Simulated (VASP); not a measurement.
# LiBe2 (P1) in VASP: relaxation of cell and atoms with PBE

Aim: the relaxation of cell and atoms of LiBe2 with PBE.

Program: VASP 6.6.1. These are calculated values, not measurements. Logs are shortened: lines on timing, memory, paths and dates and some standing lists are left out, and cuts for length are marked.

### 1 The cell of the first run

The typed cell holds 6 atoms: a = 2.176 Å, b = 3.855 Å, c = 6.661 Å, α = 90.99°, β = 89.75°, γ = 91.08°.

### 2 Relaxation of cell and atoms, PBE

Input file INCAR:

```
SYSTEM = LiBe2
ALGO = Normal
EDIFF = 1E-7
EDIFFG = -0.025
ENCUT = 600
GGA = PE
IBRION = 2
ISIF = 3
ISMEAR = 0
LASPH = .True.
LCHARG = .False.
LREAL = .False.
LWAVE = .False.
NELM = 60
NSW = 80
PREC = Accurate
SIGMA = 0.2
```

Input file KPOINTS:

```
k-points
0
Gamma
  10 6 4
  0 0 0
```

Input file POSCAR:

```
LiBe2
1.0
   -0.0205865555      0.0046366922      2.1754451147
    3.8549762065     -0.0332150468     -0.0359919046
   -0.0575301487      6.6608557180      0.0140407413
Li Be
2 4
Direct
    0.9756819868      0.4813260633      0.4984992923
    0.0004799153      0.0175673390      0.0114007831
    0.7317340379      0.5086260931      0.1724589189
    0.7378044543      0.0015834904      0.6561634259
    0.2903943146      0.0054234708      0.3281151925
    0.2639052911      0.4854735434      0.8333623873
```

Potentials or basis: VASP PAW PBE potentials, release 64 (Li_sv, Be).

On the command line:

```bash
> cat potpaw_PBE.64/Li_sv/POTCAR potpaw_PBE.64/Be/POTCAR > POTCAR
> mpirun -np 1 vasp_std > vasp.out
```

OUTCAR:

```text
SYSTEM = LiBe2
   EDIFF = 1E-7
   EDIFFG = -0.025
   ENCUT = 600
   GGA = PE
   IBRION = 2
   ISIF = 3
   ISMEAR = 0
   LASPH = .True.
   LREAL = .False.
   NELM = 60
   NSW = 80
   PREC = Accurate

 ion  position               nearest neighbor table
   1  0.976  0.481  0.498-   4 2.19   3 2.24   5 2.26   4 2.31   6 2.32   5 2.42
   2  0.000  0.018  0.011-   5 2.21   6 2.24   3 2.25   3 2.32   6 2.43   4 2.44
   3  0.732  0.509  0.172-   1 2.24   2 2.25   2 2.32   5 2.38
   4  0.738  0.002  0.656-   1 2.19   1 2.31   2 2.44
   5  0.290  0.005  0.328-   2 2.21   1 2.26   3 2.38   1 2.42
   6  0.264  0.485  0.833-   2 2.24   1 2.32   2 2.43

  LATTYP: Found a triclinic cell.
 ALAT       =     3.8552873057
 B/A-ratio  =     0.5643022913
 C/A-ratio  =     1.7277879516
 COS(alpha) =     0.0043206845
 COS(beta)  =     0.0172708035
 COS(gamma) =     0.0188155860

  Lattice vectors:

 A1 = (  -3.8549762065,   0.0332150468,   0.0359919046)
 A2 = (  -0.0205865555,   0.0046366922,   2.1754451147)
 A3 = (  -0.0575301487,   6.6608557180,   0.0140407413)

Analysis of symmetry for initial positions (statically):
=====================================================================
 Subroutine PRICEL returns:
 Original cell was already a primitive cell.

 Routine SETGRP: Setting up the symmetry group for a
 triclinic supercell.

 Subroutine GETGRP returns: Found  1 space group operations
 (whereof  1 operations were pure point group operations)
 out of a pool of  2 trial point group operations.

The static configuration has the point symmetry C_1 .

Analysis of symmetry for dynamics (positions and initial velocities):
=====================================================================
 Subroutine PRICEL returns:
 Original cell was already a primitive cell.

 Routine SETGRP: Setting up the symmetry group for a
 triclinic supercell.

 Subroutine GETGRP returns: Found  1 space group operations
 (whereof  1 operations were pure point group operations)
 out of a pool of  2 trial point group operations.

The dynamic configuration has the point symmetry C_1 .

 Subroutine INISYM returns: Found  1 space group operations
 (whereof  1 operations are pure point group operations),
 and found     1 'primitive' translations

----------------------------------------------------------------------------------------

                                     Primitive cell

  volume of cell :      55.8505

  direct lattice vectors                    reciprocal lattice vectors
    -0.020586555  0.004636692  2.175445115     0.004284122 -0.000932061  0.459718570
     3.854976206 -0.033215047 -0.035991905     0.259447115  0.002235693  0.002450421
    -0.057530149  6.660855718  0.014040741     0.001290778  0.150142658 -0.000307796

  length of vectors
     2.175547460  3.855287306  6.661118957     0.459739476  0.259468318  0.150148522

  position of ions in fractional coordinates (direct lattice)
     0.975681987  0.481326063  0.498499292
     0.000479915  0.017567339  0.011400783
     0.731734038  0.508626093  0.172458919
     0.737804454  0.001583490  0.656163426
     0.290394315  0.005423471  0.328115193
     0.263905291  0.485473543  0.833362387

  ion indices of the primitive-cell ions
   primitive index   ion index
                 1           1
                 2           2
                 3           3
                 4           4
                 5           5
                 6           6

----------------------------------------------------------------------------------------

 KPOINTS: k-points

Automatic generation of k-mesh.
 Grid dimensions read from file:
 generate k-points for:   10    6    4

 Generating k-lattice:

  Cartesian coordinates                     Fractional coordinates (reciprocal lattice)
     0.000428412 -0.000093206  0.045971857     0.100000000  0.000000000  0.000000000
     0.043241186  0.000372615  0.000408403     0.000000000  0.166666667  0.000000000
     0.000322694  0.037535664 -0.000076949     0.000000000 -0.000000000  0.250000000

  Length of vectors
     0.045973948  0.043244720  0.037537130

  Shift w.r.t. Gamma in fractional coordinates (k-lattice)
     0.000000000  0.000000000  0.000000000

 Subroutine IBZKPT returns following result:
 ===========================================

 Found    124 irreducible k-points:

 Following reciprocal coordinates:
            Coordinates               Weight
  0.000000  0.000000  0.000000      1.000000
  0.100000 -0.000000  0.000000      2.000000
  0.200000 -0.000000  0.000000      2.000000
  0.300000  0.000000 -0.000000      2.000000
  0.400000 -0.000000  0.000000      2.000000
  0.500000 -0.000000  0.000000      1.000000
[... 16 lines left out ...]
 -0.400000  0.333333  0.000000      2.000000
 -0.300000  0.333333  0.000000      2.000000
 [... further k-points ...]
   k-points           NKPTS =    124   k-points in BZ     NKDIM =    124   number of bands    NBANDS=     11
   number of dos      NEDOS =    301   number of ions     NIONS =      6
   total plane-waves  NPLWV =  31104
   dimension x,y,z NGX =    18 NGY =   32 NGZ =   54
   dimension x,y,z NGXF=    36 NGYF=   64 NGZF=  108
   ions per type =               2   4
   NGX,Y,Z   is equivalent  to a cutoff of  13.75, 13.80, 13.48 a.u.
   NGXF,Y,Z  is equivalent  to a cutoff of  27.51, 27.60, 26.95 a.u.
 SYSTEM =  LiBe2
   PREC   = accura    normal or accurate (medium, high low for compatibility)
   ISTART =      0    job   : 0-new  1-cont  2-samecut
   ICHARG =      2    charge: 1-file 2-atom 10-const
   ISPIN  =      1    spin polarized calculation?
   LNONCOLLINEAR =      F non collinear calculations
   LSORBIT =      F    spin-orbit coupling
   LASPH  =      T    aspherical Exc in radial PAW
   ENCUT  =  600.0 eV  44.10 Ry    6.64 a.u.   4.35  7.70 13.30*2*pi/ulx,y,z
   NELM   =     60;   NELMIN=  2; NELMDL= -5     # of ELM steps
   EDIFF  = 0.1E-06   stopping-criterion for ELM
   LREAL  =      F    real-space projection
   EDIFFG = -.3E-01   stopping-criterion for IOM
   NSW    =     80    number of steps for IOM
   IBRION =      2    ionic relax: 0-MD 1-quasi-New 2-CG
   NFREE  =      1    steps in history (QN), initial steepest desc. (CG)
   ISIF   =      3    stress and relaxation
   ISYM   =      2    0-nonsym 1-usesym 2-fastsym
   POTIM  = 0.5000    time-step for ionic-motion
   TEBEG  =    0.0;   TEEND  =   0.0 temperature during run
   PSTRESS=    0.0 pullay stress
   NELECT =      14.0000    total number of electrons
   NUPDOWN=      -1.0000    fix difference up-down
   EMIN   =  10.00;   EMAX   =-10.00  energy-range for DOS
   EFERMI =   0.00;   METHOD = LEGACY
   ISMEAR =     0;   SIGMA  =   0.20  broadening in eV -4-tet -1-fermi 0-gaus
   EFERMI_NEDOS =   21; number of points for ismear=-14 and -15
   IALGO  =     38    algorithm
   IMIX   =      4    mixing-type and parameters
     AMIX     =   0.40;   BMIX     =  1.00
     AMIX_MAG =   1.60;   BMIX_MAG =  1.00
  volume/ion in A,a.u.               =       9.31        62.82
  Fermi-wavevector in a.u.,A,eV,Ry     =   1.032227  1.950625 14.496896  1.065492
  Thomas-Fermi vector in A             =   2.166414
   LORBIT       =      0    0 simple, 1 ext, 2 COOP (PROOUT), +10 PAW based schemes
   GGA     = PE    functional components
   LHFCALC =     F    Hartree Fock is set to
   AEXX    =    0.0000 exact exchange contribution
   IVDW    =     0    specifies the selected vdW correction
   LEPSILON=     F    determine dielectric tensor
   LRPA    =     F    only Hartree local field effects (RPA)
 conjugate gradient relaxation of ions
 non-spin polarized calculation
 Gauss-broadening in eV      SIGMA  =   0.20
  energy-cutoff  :      600.00
  volume of cell :       55.85
 maximum number of plane-waves:      1881
 NGX is ok and might be reduce to    18
   NGX =  9   NGY = 15   NGZ = 27

--------------------------------------- Ionic step        1  -------------------------------------------

 number of electron      13.9999993 magnetization

 Free energy of the ion-electron system (eV)
  ---------------------------------------------------
  ext. energy  EPLUGINS =         0.00000000
  ---------------------------------------------------
  free energy    TOTEN  =       -17.94619875 eV

  energy without entropy =      -17.92915166  energy(sigma->0) =      -17.93767521

------------------------ aborting loop because EDIFF is reached ----------------------------------------

  FORCE on cell =-STRESS in cart. coord.  units (eV):
  Direction    XX          YY          ZZ          XY          YZ          ZX
  --------------------------------------------------------------------------------------
  -------------------------------------------------------------------------------------
  Total        0.0028879      0.0867624      1.1295844      0.0617621     -0.0791461      0.3269857
  in kB        0.0828436      2.4889426     32.4042460      1.7717611     -2.2704537      9.3801961
  external PRESSURE =      11.6586774 kB  Pullay stress =       0.0000000 kB
[... 101 lines left out ...]
  FREE ENERGIE OF THE ION-ELECTRON SYSTEM (eV)
  ---------------------------------------------------
  free  energy   TOTEN  =       -18.0624719059 eV

  energy  without entropy=      -18.0463405681  energy(sigma->0) =      -18.05440624

[... ionic steps 4 to 7 ...]

--------------------------------------- Ionic step        8  -------------------------------------------

 number of electron      13.9999997 magnetization

------------------------ aborting loop because EDIFF is reached ----------------------------------------
[... 75 lines left out ...]
--------------------------------------- Ionic step       10  -------------------------------------------

 number of electron      13.9999995 magnetization

 Free energy of the ion-electron system (eV)
  ---------------------------------------------------
  ext. energy  EPLUGINS =         0.00000000
  ---------------------------------------------------
  free energy    TOTEN  =       -18.08037492 eV

  energy without entropy =      -18.06507530  energy(sigma->0) =      -18.07272511

 E-fermi :   4.3905     XC(G=0):  -9.7847

 val. band max:        4.3901548465   @ k =   0.2000  -0.1667   0.2500
 cond. band min:       4.4074701311   @ k =  -0.2000   0.1667   0.2500
 fundamental gap:      0.0173152846
 Fermi energy:         4.3904605010

 k-point     1 :       0.0000    0.0000    0.0000
  band No.  band energies     occupation
      1     -41.1038      2.00000
      2     -41.0996      2.00000
      3      -3.7562      2.00000
      4      -2.0452      2.00000
      5      -0.6823      2.00000
      6       2.0392      2.00000
      7       4.6258      0.09611
      8       4.6470      0.06966
      9       6.1941      0.00000
     10       6.2137      0.00000
     11       7.4594      0.00000
[... 309 lines left out ...]
 k-point    24 :      -0.3000    0.3333    0.0000
  band No.  band energies     occupation
      1     -41.0006      2.00000
      2     -40.9965      2.00000
      3      -1.0507      2.00000
      4       0.8729      2.00000
      5       0.8805      2.00000
      6       2.9293      2.00000
      7       3.3947      2.00000
      8       4.6074      0.12504
      9       8.2080      0.00000
     10      10.3644      0.00000
     11      10.9288      0.00000

 [... further k-points ...]

------------------------ aborting loop because EDIFF is reached ----------------------------------------

  FORCE on cell =-STRESS in cart. coord.  units (eV):
  Direction    XX          YY          ZZ          XY          YZ          ZX
  --------------------------------------------------------------------------------------
  -------------------------------------------------------------------------------------
  Total       -0.0331756     -0.0179195     -0.0063788      0.0115725     -0.0024852      0.0053387
  in kB       -0.9441715     -0.5099858     -0.1815396      0.3293508     -0.0707294      0.1519394
  external PRESSURE =      -0.5452323 kB  Pullay stress =       0.0000000 kB
[... 21 lines left out ...]
  FREE ENERGIE OF THE ION-ELECTRON SYSTEM (eV)
  ---------------------------------------------------
  free  energy   TOTEN  =       -18.0803749197 eV

  energy  without entropy=      -18.0650752986  energy(sigma->0) =      -18.07272511

 reached required accuracy - stopping structural energy minimisation
```

Wall time 4.9 min (1 thread of Intel Xeon 6975P-C (Granite Rapids), shared host); peak memory 0.23 GiB.

What came out:

- Free energy: -18.0804 eV
- Relaxed volume: 9.38 Å³/atom
- Relaxed cell: a = 2.206 Å, b = 3.843 Å, c = 6.639 Å, α = 90.05°, β = 90.06°, γ = 90.02°
- Space group after relaxing (to 0.1 Å): P-3m1 (No. 164)
- Energy gained by relaxing: 22.4 meV/atom
- Ionic steps: 10
- Pressure after relaxing: -0.1 GPa
- Largest force after relaxing: 0.023 eV/Å
- Band gap on the k mesh: zero (bands 7 and 8 overlap by 6.37 eV)

Forces on the atoms (eV/Å):
```
Li   0.009  0.004  0.021
Li  -0.010 -0.014  0.006
Be  -0.004  0.008 -0.001
Be   0.001  0.000  0.002
Be   0.016  0.008 -0.011
Be  -0.013 -0.005 -0.016
```

The path:
```csv
step,energy change (eV),largest force (eV/Å),pressure (GPa),volume (Å³)
1,0.0000,0.7440,1.17,55.85
2,-0.0780,0.4384,0.04,56.40
3,-0.1163,0.2158,-1.12,57.12
4,-0.1273,0.1437,-0.30,56.51
5,-0.1292,0.1211,0.22,56.13
6,-0.1321,0.0714,0.18,56.13
7,-0.1329,0.0460,0.16,56.13
8,-0.1337,0.0356,0.00,56.26
9,-0.1338,0.0320,-0.12,56.35
10,-0.1342,0.0229,-0.05,56.30
```

Final structure:
```yaml
crystal:
  lattice:
    - [-0.00038, -0.00115, 2.20620]
    - [3.84328, -0.00161, -0.00100]
    - [-0.00299, 6.63944, -0.00356]
  atoms:
    - { symbol: Li, position: [0.98558, 0.49797, 0.49976] }
    - { symbol: Li, position: [0.00128, 0.00207, 0.00042] }
    - { symbol: Be, position: [0.71179, 0.50157, 0.16633] }
    - { symbol: Be, position: [0.71164, 0.99886, 0.66722] }
    - { symbol: Be, position: [0.29459, 0.99776, 0.33323] }
    - { symbol: Be, position: [0.29512, 0.50178, 0.83305] }
```

Caveat: the cutoff is under 1.25 times the usual one of these potentials, so pressure, stress and relaxed cells hold a basis-set (Pulay) error.
